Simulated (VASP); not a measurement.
The system is TiCo.

```
Co Ti
1.0
     2.98611    0.00000    0.00000
     0.00000    2.98611    0.00000
     0.00000    0.00000    2.98611
Co Ti
1 1
Direct
  0.50000 0.50000 0.50000
  0.00000 0.00000 0.00000
```

Base run:

```yaml
Program: VASP 6.6.1
Functional: PBEsol
Potentials_or_basis: VASP PAW PBE potentials, release 64 (Co, Ti_sv)
Cutoff: 520 eV
k_mesh: 8 × 8 × 8
Occupations: fermi-dirac, width 0.05 eV
Spin: collinear spin, ferromagnetic start
Starting_moments: "[3.0, 1.5] μB"
Fixed_moment: 4.5 μB
```

Its results: pressure 18.4 GPa; site moments Co +2.37; Ti +1.48 μB.

Problem. The run is repeated on the same cell with these changes: fixed moment from 4.5 μB to 2.2 μB; moments at the start from [3.0, 1.5] to [1.47, 0.73]. What comes out?

Solution. Pressure -1.4 GPa; site moments Co +1.51; Ti +0.49 μB.

Caveats: the PAW data sets were made with another functional, which shifts forces and pressure a little; the total moment is fixed, so each spin has its own Fermi level.
